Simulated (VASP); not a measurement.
The system is InP.

```
In P
1.0
     0.00000    2.93050    2.93050
     2.93050    0.00000    2.93050
     2.93050    2.93050    0.00000
In P
1 1
Cartesian
  0.0000 0.0000 0.0000
  4.3957 4.3957 4.3957
```

Program: VASP 6.6.1. Alike in all runs: task single point; potentials or basis VASP PAW PBE potentials, release 64 (In_d, P); no spin polarisation; cell as given; cutoff (eV) 520.

Task: Order these runs on this cell by their band gap on the k mesh, lowest first.
A. level HF; k mesh 4 × 4 × 4; smearing fermi-dirac 0.05 eV; grid for exact exchange (PRECFOCK) Normal
B. level HSE06; k mesh 4 × 4 × 4; smearing fermi-dirac 0.05 eV; grid for exact exchange (PRECFOCK) Normal; screening parameter 0.2079 1/Å
C. level PBEsol-based global hybrid; k mesh 4 × 4 × 4; smearing fermi-dirac 0.05 eV; grid for exact exchange (PRECFOCK) Normal; share of exact exchange 0.25
D. level BLYP; k mesh 5 × 5 × 5; smearing fermi-dirac 0.05 eV
E. level RPBE; k mesh 8 × 8 × 8; smearing gaussian 0.05 eV

Result: D (0.62 eV), E (0.84 eV), B (1.53 eV), C (2.15 eV), A (7.48 eV).

Caveats: some runs use coarse meshes; spin-orbit coupling is left out, which moves the levels of the heavy elements.

A k mesh can miss the band edges, odd and even meshes differently.
